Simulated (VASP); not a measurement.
MoRh, 2 atoms in the cell. The structure is hexagonal, space group P-6m2 (No. 187). The conventional cell has a = 2.795 Å, b = 2.795 Å, c = 4.437 Å, α = 90.00°, β = 90.00°, γ = 120.00°. Within 3.6 Å of Mo (site symmetry -6m2) lie 6 Rh at 2.74 Å and 6 Mo at 2.80 Å. Rh (site symmetry -6m2) has 6 Mo at 2.74 Å and 6 Rh at 2.80 Å within 3.6 Å. 

```yaml
Program: VASP 6.6.1
Task: single point
Functional: PBEsol
Potentials_or_basis: VASP PAW PBE potentials, release 64 (Mo_sv, Rh_pv)
Cutoff: 520 eV
k_mesh: 9 × 9 × 5
Occupations: methfessel-paxton, width 0.5 eV
Spin: no spin polarisation
Dipole_correction: no
Further_INCAR_settings: ALGO = Normal; EDIFF = 1e-06; NBANDS = 22
```

Potentials or basis: VASP PAW PBE potentials, release 64 (Mo_sv, Rh_pv).

Launch:

```console
$ cat potpaw_PBE.64/Mo_sv/POTCAR potpaw_PBE.64/Rh_pv/POTCAR > POTCAR
$ mpirun -np 1 vasp_std > vasp.out
```

Hardware: 1 thread of Intel(R) Xeon(R) Platinum 8259CL CPU @ 2.50GHz (Skylake/Cascade Lake), with other jobs on the host.

Question: Estimate the wall time of this run.

Answer: Run time: 20 s on 1 thread of Intel(R) Xeon(R) Platinum 8259CL CPU @ 2.50GHz (Skylake/Cascade Lake) (shared host), peak memory 0.16 GiB. Counts: scf iterations 13, k points 36.
